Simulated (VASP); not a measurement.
Be3N2, 5 atoms in the cell. Symmetry: P-3m1, No. 164, trigonal system. The conventional cell has a = 2.818 Å, b = 2.818 Å, c = 4.667 Å, α = 90.00°, β = 90.00°, γ = 120.00°. Be (site symmetry -3m) has 6 N at 2.01 Å and 6 Be at 2.31 Å within 2.7 Å. Be (site symmetry 3m) has 4 N at 1.69 to 1.85 Å and 3 Be at 2.14 Å within 2.2 Å. N (site symmetry 3m) has 7 Be at 1.69 to 2.01 Å within 2.2 Å. 

| Item | Value |
| --- | --- |
| Program | VASP 6.6.1 |
| Task | single point |
| Functional | LDA |
| Potentials or basis | VASP PAW LDA potentials, release 64 (Be, N) |
| Cutoff | 600 eV |
| k mesh | 4 × 4 × 2 |
| Occupations | gaussian, width 0.01 eV |
| Spin | no spin polarisation |
| Dipole correction | no |
| Further INCAR settings | ALGO = Normal; EDIFF = 1e-06; NBANDS = 16 |

Potentials or basis: VASP PAW LDA potentials, release 64 (Be, N).

Command:

```sh
$ cat potpaw_LDA.64/Be/POTCAR potpaw_LDA.64/N/POTCAR > POTCAR
$ mpirun -np 1 vasp_std > vasp.out
```

Hardware: 1 thread of Intel(R) Xeon(R) Platinum 8175M CPU @ 2.50GHz (Skylake/Cascade Lake), with other jobs on the host.

How long does it take, and how much memory?

Wall time 6.5 s on 1 thread of Intel(R) Xeon(R) Platinum 8175M CPU @ 2.50GHz (Skylake/Cascade Lake) (shared host), peak memory 0.13 GiB. Counts: scf iterations 13, k points 8.
